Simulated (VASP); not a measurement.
# Mg2GeN2: single point with PBE

Crystal: Mg2GeN2.

```
Mg Ge N
1.0
    -3.13174    0.00000    0.00000
     0.00000    5.42434    0.00000
     1.56587   -0.90406   -7.64457
Mg Ge N
4 2 4
Direct
  0.05862 0.68621 0.11723
  0.55862 0.18621 0.11723
  0.69732 0.89911 0.39463
  0.19732 0.39911 0.39463
  0.38352 0.79451 0.76704
  0.88352 0.29451 0.76704
  0.62422 0.54141 0.24844
  0.12422 0.04141 0.24844
  0.82153 0.60718 0.64305
  0.32153 0.10718 0.64305
```

```
Program             : VASP 6.6.1
Task                : single point
Functional          : PBE
Potentials or basis : VASP PAW PBE potentials, release 64 (Mg, Ge_d, N)
Cutoff              : 520 eV
k mesh              : 4 × 4 × 4
Occupations         : gaussian, width 0.1 eV
Spin                : no spin polarisation
```

```yaml
Pressure: -0.2 GPa
Largest_force: 0.069 eV/Å
Band_gap_on_the_k_mesh: 0.51 eV
```

Forces on the atoms (eV/Å):
```
Mg   0.000 -0.006 -0.069
Mg   0.000 -0.006 -0.069
Mg   0.000  0.004  0.058
Mg   0.000  0.004  0.058
Ge   0.000  0.018 -0.003
Ge   0.000  0.018 -0.003
N    0.000  0.002  0.007
N    0.000  0.002  0.007
N    0.000 -0.019  0.008
N    0.000 -0.019  0.008
```

Stress tensor (GPa, compression positive):
```
-0.03  0.00  0.00
 0.00 -0.21 -0.09
 0.00 -0.09 -0.43
```

Levels at points of the mesh, in eV from the valence-band top:
| k point | band 25 | band 26 | band 27 | band 28 | band 29 | band 30 | band 31 | band 32 |
| --- | --- | --- | --- | --- | --- | --- | --- | --- |
| (0.00, 0.00, 0.00) | -1.11 | -0.86 | 0.00 | 0.00 | 0.64 | 1.40 | 3.09 | 3.88 |
| (0.50, 0.00, 0.00) | -2.02 | -2.02 | -1.03 | -1.03 | 2.07 | 2.07 | 2.94 | 2.94 |
| (0.00, 0.50, 0.00) | -1.56 | -1.56 | -0.46 | -0.46 | 2.22 | 2.22 | 3.57 | 3.57 |
| (0.50, 0.50, 0.00) | -1.90 | -1.11 | -0.86 | -0.85 | 0.64 | 1.12 | 2.61 | 3.09 |
| (0.00, 0.00, 0.50) | -0.85 | -0.71 | 0.00 | 0.00 | 0.51 | 1.12 | 2.61 | 3.89 |
| (0.00, 0.50, 0.50) | -0.48 | -0.48 | -0.46 | -0.46 | 2.28 | 2.28 | 3.28 | 3.28 |

Wall time 66 s on 1 thread of Intel(R) Xeon(R) Platinum 8559C (Emerald Rapids), on a shared host, peak memory 0.27 GiB.

Caveat: the k points lie up to 0.51 Å⁻¹ apart. A k mesh can miss the band edges.
